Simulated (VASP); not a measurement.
**MgCdSe: single point with PBE**

MgCdSe:

```
CELL_PARAMETERS angstrom
4.72565 0.00000 0.00000
-2.36282 4.09253 0.00000
0.00000 0.00000 3.71822
ATOMIC_POSITIONS crystal
Mg 0.66667 0.33333 0.50000
Cd 0.33333 0.66667 0.00000
Se 0.00000 0.00000 0.00000
```

```
Program             : VASP 6.6.1
Task                : single point
Functional          : PBE
Potentials or basis : VASP PAW PBE potentials, release 64 (Mg, Cd, Se)
Cutoff              : 520 eV
k mesh              : 12 × 12 × 12
Occupations         : gaussian, width 0.1 eV
Spin                : no spin polarisation
```

The pressure is 0.1 GPa and the band gap on the k mesh is zero (band 10 reaches 4.26 eV, above the bottom of band 11 at 2.65 eV).

Stress tensor (GPa, compression positive):
```
0.18 0.00 0.00
0.00 0.18 0.00
0.00 0.00 0.01
```

Levels at points of the mesh, in eV from the Fermi level:
| k point | band 6 | band 7 | band 8 | band 9 | band 10 | band 11 | band 12 | band 13 | band 14 | band 15 |
| --- | --- | --- | --- | --- | --- | --- | --- | --- | --- | --- |
| (0.00, 0.00, 0.00) | -8.95 | -4.00 | -2.92 | -2.92 | -1.58 | 1.20 | 1.20 | 2.46 | 4.19 | 6.29 |
| (0.50, 0.00, 0.00) | -8.95 | -6.69 | -4.11 | -2.11 | -1.08 | 2.03 | 3.97 | 4.53 | 4.92 | 7.02 |
| (0.00, 0.00, 0.50) | -8.68 | -5.36 | -2.37 | -2.37 | -1.68 | 0.94 | 3.18 | 3.18 | 4.18 | 4.18 |
| (0.50, 0.00, 0.50) | -8.89 | -5.24 | -4.01 | -3.39 | -1.61 | 0.08 | 1.64 | 3.03 | 3.94 | 7.18 |

It took 95 s on 1 thread of Intel Xeon 6975P-C, on a shared host, peak memory 0.33 GiB.
